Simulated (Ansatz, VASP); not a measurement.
## Two plane-wave programs on LiCl

File POSCAR:

```
LiCl
1.0
    6.7880079088      0.0000000000      0.0000000000
    0.0000000000      6.7880079088      0.0000000000
    0.0000000000      0.0000000000      3.6018913810
Li Cl
4 4
Direct
    0.6621108273      0.6621108273      0.5000000000
    0.1621108273      0.8378891727      0.2500000000
    0.3378891727      0.3378891727      0.0000000000
    0.8378891727      0.1621108273      0.7500000000
    0.8293504099      0.8293504099      0.0000000000
    0.3293504099      0.6706495901      0.7500000000
    0.1706495901      0.1706495901      0.5000000000
    0.6706495901      0.3293504099      0.2500000000
```

Contents of INCAR.step1:

```
SYSTEM = LiCl
ALGO = Normal
EDIFF = 1E-4
ENCUT = 520
GGA = PE
ISMEAR = 0
LASPH = .True.
LCHARG = .False.
LREAL = .False.
LWAVE = .True.
NBANDS = 30
NELM = 80
PREC = Accurate
SIGMA = 0.02
```

The input INCAR.step2:

```
SYSTEM = LiCl
ALGO = Normal
EDIFF = 1E-7
ENCUT = 520
ISIF = 2
ISMEAR = 0
ISTART = 1
LASPH = .True.
LCHARG = .False.
LMIXTAU = .True.
LREAL = .False.
LWAVE = .False.
METAGGA = R2SCAN
NBANDS = 30
NELM = 80
PREC = Accurate
SIGMA = 0.02
```

KPOINTS

```
k-points
0
Gamma
  4 4 6
  0 0 0
```

Input for Ansatz:

```yaml
crystal:
  lattice:
    - [6.7880079088, 0.0, 0.0]
    - [0.0, 6.7880079088, 0.0]
    - [0.0, 0.0, 3.601891381]
  atoms:
    - { symbol: Li, position: [0.6621108273, 0.6621108273, 0.5] }
    - { symbol: Li, position: [0.1621108273, 0.8378891727, 0.25] }
    - { symbol: Li, position: [0.3378891727, 0.3378891727, 0.0] }
    - { symbol: Li, position: [0.8378891727, 0.1621108273, 0.75] }
    - { symbol: Cl, position: [0.8293504099, 0.8293504099, 0.0] }
    - { symbol: Cl, position: [0.3293504099, 0.6706495901, 0.75] }
    - { symbol: Cl, position: [0.1706495901, 0.1706495901, 0.5] }
    - { symbol: Cl, position: [0.6706495901, 0.3293504099, 0.25] }
basis:
  ecutwfc: 500
kpoints:
  mp_grid: { grid: [4, 4, 6] }
  band_path:
    path:
      - [[0.0, 0.0, 0.0], [0.0, 0.5, 0.0], [0.5, 0.5, 0.0], [0.0, 0.0, 0.0], [0.0, 0.0, 0.5], [0.0, 0.5, 0.5], [0.5, 0.5, 0.5], [0.0, 0.0, 0.5]]
      - [[0.0, 0.5, 0.0], [0.0, 0.5, 0.5]]
      - [[0.5, 0.5, 0.0], [0.5, 0.5, 0.5]]
    npoints: 14
hamiltonian:
  xc: r2scan
scf:
  occupations: { method: gaussian, width: 0.02 }
  n_extra_bands: 20
output:
  forces: true
  stress: true
  eigenvalues: true
  populations: true
  dos: { projected: true, de: 0.02, nscf_kmesh: { grid: [6, 6, 9] } }
  bader: true
  write_density: true
  write_potential: true
  elf: true
  volumetric_format: npy
```

Alike in both runs: task single point; functional r2SCAN; k mesh 4 × 4 × 6; occupations gaussian, width 0.02 eV; no spin polarisation.

|  | VASP | Ansatz |
| --- | --- | --- |
| version | VASP 6.6.1 | Ansatz 0.2.0 |
| potentials or method | VASP PAW PBE potentials, release 64 (Li_sv, Cl), cutoff 520 eV | scalar-relativistic, plane waves, PAW |
| valence electrons in the cell | 40 | 40 |

Ansatz gave:

* gap on the k mesh at the Fermi level (eV): 6.28
* least direct gap on the mesh (eV): 6.33
* rms of the force components (eV/Å): 0.007

What did VASP give for the same quantities?

gap on the k mesh at the Fermi level (eV): 6.33; least direct gap on the mesh (eV): 6.38; rms of the force components (eV/Å): 0.016.

VASP's potentials were made for PBE, not for r2SCAN. Atom by atom the forces differ by 0.013 eV/Å (rms over components).

Noted on VASP's run: the cutoff is under 1.25 times that of the potentials, so the pressure is a little rough.
